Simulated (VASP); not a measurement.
Write the native input for VASP 6.6.1 that does the following.

| Property | Result |
| --- | --- |
| Task | relaxation of the atoms |
| Functional | PBE |
| Potentials or basis | VASP PAW PBE potentials, release 64 (Al, Cl) |
| Cutoff | 520 eV |
| k mesh | 6 × 6 × 1 |
| Occupations | gaussian, width 0.1 eV |
| Spin | no spin polarisation |
| Dipole correction | yes |
| Atoms held fixed (from 0) | [0, 1, 2, 3, 4, 5, 6, 7, 8, 9, 10, 11] |
| Further INCAR settings | ALGO = Normal; EDIFF = 1e-06; IBRION = 2; EDIFFG = -0.025; NSW = 36 |
| Atoms held along some axes (from 0) | atom 12 along a and b |

The structure of Al12Cl lies in POSCAR:

```
Al12Cl
1.0
    5.7135165838      0.0000000000      0.0000000000
   -2.8567582919      4.9480505065      0.0000000000
    0.0000000000      0.0000000000     20.1013781901
Al Cl
12 1
Selective dynamics
Direct
    0.3333333333      0.1666666667      0.1989913310  F F F
    0.3333333333      0.6666666667      0.1989913310  F F F
    0.8333333333      0.1666666667      0.1989913310  F F F
    0.8333333333      0.6666666667      0.1989913310  F F F
    0.1666666667      0.3333333333      0.3134471574  F F F
    0.1666666667      0.8333333333      0.3134471574  F F F
    0.6666666667      0.3333333333      0.3134471574  F F F
    0.6666666667      0.8333333333      0.3134471574  F F F
    0.0000000000      0.0000000000      0.4278999235  F F F
    0.0000000000      0.5000000000      0.4278999235  F F F
    0.5000000000      0.0000000000      0.4278999235  F F F
    0.5000000000      0.5000000000      0.4278999235  F F F
    0.1666666667      0.0833333333      0.5374720929  F F T
```

These files were run (other wordings do the same):

INCAR

```
PREC     = Accurate       # precision mode
ENCUT    = 520            # plane-wave cutoff, eV
EDIFF    = 1E-6           # SCF threshold, eV
ISMEAR   = 0              # smearing method
SIGMA    = 0.1            # smearing width, eV
LREAL    = F              # projectors in reciprocal space
LASPH    = T              # aspherical terms in the spheres
NELM     = 60             # most SCF steps
ALGO     = Normal         # electronic algorithm
ISIF     = 2              # what is computed and relaxed
LWAVE    = F              # write WAVECAR
LCHARG   = F              # write CHGCAR
LDIPOL   = T            
IDIPOL   = 3            
DIPOL    = 0.5 0.5 0.331
GGA      = PE             # functional
IBRION   = 2              # ionic algorithm
NSW      = 36             # ionic steps
EDIFFG   = -0.025         # ionic threshold
KPAR     = 4
```

KPOINTS

```
Automatic mesh
0
Gamma
  6 6 1
```

Potentials or basis: VASP PAW PBE potentials, release 64 (Al, Cl).

Run with:

```sh
$ cat potpaw_PBE.64/Al/POTCAR potpaw_PBE.64/Cl/POTCAR > POTCAR
$ mpirun -np 4 vasp_std > vasp.out
```

Results of the run:

```yaml
Energy_gained_by_relaxing: 0.5 meV/atom
Ionic_steps: 4
Band_gap_on_the_k_mesh: zero (an odd number of electrons rules out a gap without spin polarisation)
```

Wall time 4.9 min on 4 MPI ranks on Intel(R) Xeon(R) Platinum 8375C CPU @ 2.90GHz (Ice Lake) (shared host), peak memory 0.74 GiB a rank.
